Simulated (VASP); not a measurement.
# Nb (Im-3m) in VASP: further runs

The runs below take Nb through single point, with RPBE.

Program: VASP 6.6.1. These are calculated values, not measurements. Logs are shortened: lines on timing, memory, paths and dates and some standing lists are left out, and cuts for length are marked.

**1. The cell of the first run**

The structure is cubic, space group Im-3m (No. 229). Conventional cell: a = 3.284 Å, b = 3.284 Å, c = 3.284 Å, α = 90.00°, β = 90.00°, γ = 90.00°. Nb (site symmetry m-3m) has 14 Nb at 2.84 to 3.28 Å within 3.7 Å.

**2. Single point, RPBE (volume scaled by 0.96)**

Contents of INCAR:

```
ALGO = Normal
EDIFF = 1E-6
ENCUT = 520
GGA = RP
ISIF = 2
ISMEAR = -1
LASPH = T
LCHARG = F
LREAL = F
LWAVE = F
NBANDS = 12
NELM = 60
PREC = Accurate
SIGMA = 0.1
```

Contents of KPOINTS:

```
k-points
0
Gamma
  22 22 22
```

Contents of POSCAR:

```
Nb
1.0
   -1.6418915948      1.6418915948      1.6418915948
    1.6418915948     -1.6418915948      1.6418915948
    1.6418915948      1.6418915948     -1.6418915948
Nb
1
Direct
    0.0000000000      0.0000000000      0.0000000000
```

Potentials or basis: VASP PAW PBE potentials, release 64 (Nb_sv).

Command:

```
$ cat potpaw_PBE.64/Nb_sv/POTCAR > POTCAR
$ mpirun -np 1 vasp_std > vasp.out
```

OUTCAR:

```text
EDIFF = 1E-6
   ENCUT = 520
   GGA = RP
   ISIF = 2
   ISMEAR = -1
   LASPH = T
   LREAL = F
   NELM = 60
   PREC = Accurate

 ion  position               nearest neighbor table
   1  0.000  0.000  0.000-

  LATTYP: Found a body centered cubic cell.
 ALAT       =     3.2837831896

  Lattice vectors:

 A1 = (  -1.6418915948,   1.6418915948,   1.6418915948)
 A2 = (   1.6418915948,  -1.6418915948,   1.6418915948)
 A3 = (   1.6418915948,   1.6418915948,  -1.6418915948)

Analysis of symmetry for initial positions (statically):
=====================================================================
 Subroutine PRICEL returns:
 Original cell was already a primitive cell.

 Routine SETGRP: Setting up the symmetry group for a
 body centered cubic supercell.

 Subroutine GETGRP returns: Found 48 space group operations
 (whereof 48 operations were pure point group operations)
 out of a pool of 48 trial point group operations.

The static configuration has the point symmetry O_h .

Analysis of symmetry for dynamics (positions and initial velocities):
=====================================================================
 Subroutine PRICEL returns:
 Original cell was already a primitive cell.

 Routine SETGRP: Setting up the symmetry group for a
 body centered cubic supercell.

 Subroutine GETGRP returns: Found 48 space group operations
 (whereof 48 operations were pure point group operations)
 out of a pool of 48 trial point group operations.

The dynamic configuration has the point symmetry O_h .

 Subroutine INISYM returns: Found 48 space group operations
 (whereof 48 operations are pure point group operations),
 and found     1 'primitive' translations

----------------------------------------------------------------------------------------

                                     Primitive cell

  volume of cell :      17.7049

  direct lattice vectors                    reciprocal lattice vectors
    -1.641891595  1.641891595  1.641891595     0.000000000  0.304526804  0.304526804
     1.641891595 -1.641891595  1.641891595     0.304526804  0.000000000  0.304526804
     1.641891595  1.641891595 -1.641891595     0.304526804  0.304526804  0.000000000

  length of vectors
     2.843839663  2.843839663  2.843839663     0.430665936  0.430665936  0.430665936

  position of ions in fractional coordinates (direct lattice)
     0.000000000  0.000000000  0.000000000

  ion indices of the primitive-cell ions
   primitive index   ion index
                 1           1

----------------------------------------------------------------------------------------

 KPOINTS: k-points

Automatic generation of k-mesh.
 Grid dimensions read from file:
 generate k-points for:   22   22   22

 Generating k-lattice:

  Cartesian coordinates                     Fractional coordinates (reciprocal lattice)
     0.000000000  0.013842127  0.013842127     0.045454545  0.000000000  0.000000000
     0.013842127  0.000000000  0.013842127     0.000000000  0.045454545  0.000000000
     0.013842127  0.013842127  0.000000000     0.000000000  0.000000000  0.045454545

  Length of vectors
     0.019575724  0.019575724  0.019575724

  Shift w.r.t. Gamma in fractional coordinates (k-lattice)
     0.000000000  0.000000000  0.000000000

 Subroutine IBZKPT returns following result:
 ===========================================

 Found    328 irreducible k-points:

 Following reciprocal coordinates:
            Coordinates               Weight
  0.000000  0.000000  0.000000      1.000000
  0.045455  0.000000  0.000000     12.000000
  0.090909  0.000000  0.000000     12.000000
  0.136364  0.000000  0.000000     12.000000
  0.181818  0.000000  0.000000     12.000000
  0.227273  0.000000  0.000000     12.000000
[... 16 lines left out ...]
  0.090909  0.090909  0.000000     24.000000
  0.136364  0.090909  0.000000     48.000000
 [... further k-points ...]
   k-points           NKPTS =    328   k-points in BZ     NKDIM =    328   number of bands    NBANDS=     12
   number of dos      NEDOS =    301   number of ions     NIONS =      1
   total plane-waves  NPLWV =  13824
   dimension x,y,z NGX =    24 NGY =   24 NGZ =   24
   dimension x,y,z NGXF=    48 NGYF=   48 NGZF=   48
   ions per type =               1
   NGX,Y,Z   is equivalent  to a cutoff of  14.03, 14.03, 14.03 a.u.
   NGXF,Y,Z  is equivalent  to a cutoff of  28.06, 28.06, 28.06 a.u.
 SYSTEM =  unknown system
   PREC   = accura    normal or accurate (medium, high low for compatibility)
   ISTART =      0    job   : 0-new  1-cont  2-samecut
   ICHARG =      2    charge: 1-file 2-atom 10-const
   ISPIN  =      1    spin polarized calculation?
   LNONCOLLINEAR =      F non collinear calculations
   LSORBIT =      F    spin-orbit coupling
   LASPH  =      T    aspherical Exc in radial PAW
   ENCUT  =  520.0 eV  38.22 Ry    6.18 a.u.   5.29  5.29  5.29*2*pi/ulx,y,z
   NELM   =     60;   NELMIN=  2; NELMDL= -5     # of ELM steps
   EDIFF  = 0.1E-05   stopping-criterion for ELM
   LREAL  =      F    real-space projection
[... 7 lines left out ...]
   TEBEG  =    0.0;   TEEND  =   0.0 temperature during run
   PSTRESS=    0.0 pullay stress
   NELECT =      13.0000    total number of electrons
   NUPDOWN=      -1.0000    fix difference up-down
   EMIN   =  10.00;   EMAX   =-10.00  energy-range for DOS
   EFERMI =   0.00;   METHOD = LEGACY
   ISMEAR =    -1;   SIGMA  =   0.10  broadening in eV -4-tet -1-fermi 0-gaus
   EFERMI_NEDOS =   21; number of points for ismear=-14 and -15
   IALGO  =     38    algorithm
   IMIX   =      4    mixing-type and parameters
     AMIX     =   0.40;   BMIX     =  1.00
     AMIX_MAG =   1.60;   BMIX_MAG =  1.00
  volume/ion in A,a.u.               =      17.70       119.48
  Fermi-wavevector in a.u.,A,eV,Ry     =   1.476924  2.790982 29.678448  2.181304
  Thomas-Fermi vector in A             =   2.591391
   LORBIT       =      0    0 simple, 1 ext, 2 COOP (PROOUT), +10 PAW based schemes
   GGA     = RP    functional components
   LHFCALC =     F    Hartree Fock is set to
   AEXX    =    0.0000 exact exchange contribution
   IVDW    =     0    specifies the selected vdW correction
   LEPSILON=     F    determine dielectric tensor
   LRPA    =     F    only Hartree local field effects (RPA)
 non-spin polarized calculation
  energy-cutoff  :      520.00
  volume of cell :       17.70
 maximum number of plane-waves:       490
 NGX is ok and might be reduce to    24
   NGX = 11   NGY = 11   NGZ = 11

 number of electron      13.0000001 magnetization

 Free energy of the ion-electron system (eV)
  ---------------------------------------------------
  ext. energy  EPLUGINS =         0.00000000
  ---------------------------------------------------
  free energy    TOTEN  =        -9.70892879 eV

  energy without entropy =       -9.66132769  energy(sigma->0) =       -9.68512824

 E-fermi :  11.5107     XC(G=0): -12.5236

 val. band max:       11.5074557778   @ k =  -0.2273   0.2273   0.1364
 cond. band min:      11.5213628797   @ k =   0.3182   0.1818   0.1364
 fundamental gap:      0.0139071018
 Fermi energy:        11.5107069678

 k-point     1 :       0.0000    0.0000    0.0000
  band No.  band energies     occupation
      1     -42.8663      2.00000
      2     -18.1281      2.00000
      3     -18.1281      2.00000
      4     -18.1281      2.00000
      5       5.5288      2.00000
      6      11.8634      0.05712
      7      11.8634      0.05712
      8      11.8634      0.05712
      9      14.8310      0.00000
     10      14.8310      0.00000
     11      25.7518      0.00000
     12      25.7518      0.00000

 k-point     2 :       0.0455    0.0000    0.0000
  band No.  band energies     occupation
      1     -42.8611      2.00000
      2     -18.1595      2.00000
      3     -18.1376      2.00000
      4     -18.1284      2.00000
      5       5.6166      2.00000
      6      11.8085      0.09688
      7      11.8513      0.06424
      8      11.9469      0.02519
      9      14.7426      0.00000
     10      14.8307      0.00000
     11      25.8262      0.00000
     12      25.9061      0.00000

 k-point     3 :       0.0909    0.0000    0.0000
  band No.  band energies     occupation
      1     -42.8460      2.00000
      2     -18.2504      2.00000
      3     -18.1651      2.00000
      4     -18.1292      2.00000
      5       5.8721      2.00000
      6      11.6528      0.38899
      7      11.8039      0.10124
      8      12.1952      0.00213
      9      14.5306      0.00000
     10      14.8328      0.00000
     11      26.0242      0.00000
     12      26.3479      0.00000
[... 286 lines left out ...]
 k-point    23 :       0.0909    0.0909    0.0000
  band No.  band energies     occupation
      1     -42.8083      2.00000
      2     -18.4694      2.00000
      3     -18.2068      2.00000
      4     -18.1585      2.00000
      5       6.5000      2.00000
      6      11.3842      1.55966
      7      11.4890      1.10797
      8      12.9059      0.00000
      9      14.1361      0.00000
     10      14.9501      0.00000
     11      26.5174      0.00000
     12      27.2634      0.00000

 k-point    24 :       0.1364    0.0909    0.0000
  band No.  band energies     occupation
      1     -42.7785      2.00000
      2     -18.6317      2.00000
      3     -18.2588      2.00000
      4     -18.1682      2.00000
      5       6.9815      2.00000
      6      11.1351      1.95433
      7      11.2921      1.79800
      8      13.4937      0.00000
      9      14.0034      0.00000
     10      15.0540      0.00000
     11      26.7689      0.00000
     12      27.6004      0.00000

 [... further k-points ...]

------------------------ aborting loop because EDIFF is reached ----------------------------------------

  FORCE on cell =-STRESS in cart. coord.  units (eV):
  Direction    XX          YY          ZZ          XY          YZ          ZX
  --------------------------------------------------------------------------------------
  -------------------------------------------------------------------------------------
  Total        0.7840502      0.7840502      0.7840502      0.0000000      0.0000000     -0.0000000
  in kB       70.9514091     70.9514091     70.9514091      0.0000000      0.0000000     -0.0000000
  external PRESSURE =      70.9514091 kB  Pullay stress =       0.0000000 kB

 VOLUME and BASIS-vectors are now :
 -----------------------------------------------------------------------------
  energy-cutoff  :      520.00
  volume of cell :       17.70
      direct lattice vectors                 reciprocal lattice vectors
    -1.641891595  1.641891595  1.641891595     0.000000000  0.304526804  0.304526804
     1.641891595 -1.641891595  1.641891595     0.304526804  0.000000000  0.304526804
     1.641891595  1.641891595 -1.641891595     0.304526804  0.304526804  0.000000000

 POSITION                                       TOTAL-FORCE (eV/Angst)
 -----------------------------------------------------------------------------------
      0.00000      0.00000      0.00000        -0.000000      0.000000      0.000000
 -----------------------------------------------------------------------------------
    total drift:                                0.000000      0.000000      0.000000

  FREE ENERGIE OF THE ION-ELECTRON SYSTEM (eV)
  ---------------------------------------------------
  free  energy   TOTEN  =        -9.7089287908 eV

  energy  without entropy=       -9.6613276916  energy(sigma->0) =       -9.68512824
```

It took 76 s on 1 thread of Intel Xeon 8259CL, shared host; peak memory 0.19 GiB.

What came out:

| Quantity | Value |
| --- | --- |
| Free energy | -9.7089 eV |
| Pressure | 7.1 GPa |

Caveat: the cell differs from its parent crystal (volume scaled by 0.96); the PAW data sets were made with another functional, which shifts forces and pressure a little.

**3. Single point, RPBE**

This run uses another cell than the first one, of 18.44 Å³/atom, 1.042 times its volume.

Contents of INCAR:

```
PREC = Accurate
ENCUT = 520
EDIFF = 1E-6
ISMEAR = -1
SIGMA = 0.1
LREAL = False
LASPH = True
NELM = 60
ALGO = Normal
ISIF = 2
LWAVE = False
LCHARG = True
GGA = RP
LELF = True
LVHAR = True
NBANDS = 12
```

Contents of KPOINTS:

```
Automatic mesh
0
Gamma
  22 22 22
```

Contents of POSCAR:

```
Nb
1.0
   -1.6643860557      1.6643860557      1.6643860557
    1.6643860557     -1.6643860557      1.6643860557
    1.6643860557      1.6643860557     -1.6643860557
Nb
1
Direct
    0.0000000000      0.0000000000      0.0000000000
```

Potentials or basis: VASP PAW PBE potentials, release 64 (Nb_sv).

Command:

```
$ cat potpaw_PBE.64/Nb_sv/POTCAR > POTCAR
$ mpirun -np 1 vasp_std > vasp.out
```

It took 88 s on 1 thread of Intel Xeon 8259CL, shared host; peak memory 0.2 GiB.

It converged, with:

```yaml
Free_energy: -9.7251 eV
Pressure: -0.1 GPa
```

Levels at points of the mesh, in eV from the Fermi level:
```csv
k point,band 5,band 6,band 7,band 8,band 9,band 10
"(0.00, 0.00, 0.00)",-5.91,0.36,0.36,0.36,3.20,3.20
"(0.50, 0.00, 0.00)",-3.63,-1.60,2.15,3.21,3.88,6.16
"(0.50, 0.50, 0.50)",-3.59,-3.59,5.42,5.42,5.42,8.87
```

Caveat: the PAW data sets were made with another functional, which shifts forces and pressure a little.
